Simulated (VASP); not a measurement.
Write the native input for VASP 6.6.1 that does the following.

```
Task                   : relaxation of cell and atoms
Functional             : PBEsol
Dispersion             : D4
Potentials or basis    : VASP PAW PBE potentials, release 64 (Bi_d, Te)
Cutoff                 : 600 eV
k mesh                 : 7 × 7 × 7
Occupations            : fermi-dirac, width 0.05 eV
Spin                   : no spin polarisation
Dipole correction      : no
Further INCAR settings : ALGO = Normal; EDIFF = 1e-07; IBRION = 2; EDIFFG = -0.01; NSW = 60; ISIF = 3
```

The structure of BiTe lies in POSCAR:

```
BiTe
1.0
    2.4227077728      1.3987509848      3.3172919545
   -2.4227077728      1.3987509848      3.3172919545
    0.0000000000     -2.7975019696      3.3172919545
Bi Te
1 1
Direct
    0.5000000000      0.5000000000      0.5000000000
    0.0000000000      0.0000000000      0.0000000000
```

The input as run:

INCAR

```
ALGO     = Normal         # electronic algorithm
EDIFF    = 1E-7           # SCF threshold, eV
EDIFFG   = -0.01          # ionic threshold
ENCUT    = 600            # plane-wave cutoff, eV
GGA      = PS             # functional
IBRION   = 2              # ionic algorithm
ISIF     = 3              # what is computed and relaxed
ISMEAR   = -1             # smearing method
IVDW     = 13             # dispersion correction
LASPH    = True           # aspherical terms in the spheres
LCHARG   = False          # write CHGCAR
LREAL    = False          # projectors in reciprocal space
LWAVE    = False          # write WAVECAR
NELM     = 80             # most SCF steps
NSW      = 60             # ionic steps
PREC     = Accurate       # precision mode
SIGMA    = 0.05           # smearing width, eV
```

KPOINTS

```
k-points
0
Gamma
  7 7 7
```

Potentials or basis: VASP PAW PBE potentials, release 64 (Bi_d, Te).

Command:

```bash
$ cat potpaw_PBE.64/Bi_d/POTCAR potpaw_PBE.64/Te/POTCAR > POTCAR
$ mpirun -np 1 vasp_std > vasp.out
```

Results of the run:

```json
{
 "Relaxed volume": "30.88 Å³/atom",
 "Relaxed cell": "a = 4.147 Å, b = 4.147 Å, c = 4.147 Å, α = 70.94°, β = 70.94°, γ = 70.94°",
 "Space group after relaxing (to 0.1 Å)": "R-3m (No. 166)",
 "Energy gained by relaxing": "32.4 meV/atom",
 "Ionic steps": "11",
 "Pressure after relaxing": "0.0 GPa",
 "Band gap on the k mesh": "zero (an odd number of electrons rules out a gap without spin polarisation)",
 "Dispersion energy per atom": "-0.309 eV"
}
```

Caveat: the PAW data sets were made with another functional, which shifts forces and pressure a little; spin-orbit coupling is left out, which moves the levels of the heavy elements.

Wall time 6.9 min on 1 thread of Intel Xeon 8259CL (shared host), peak memory 0.25 GiB.
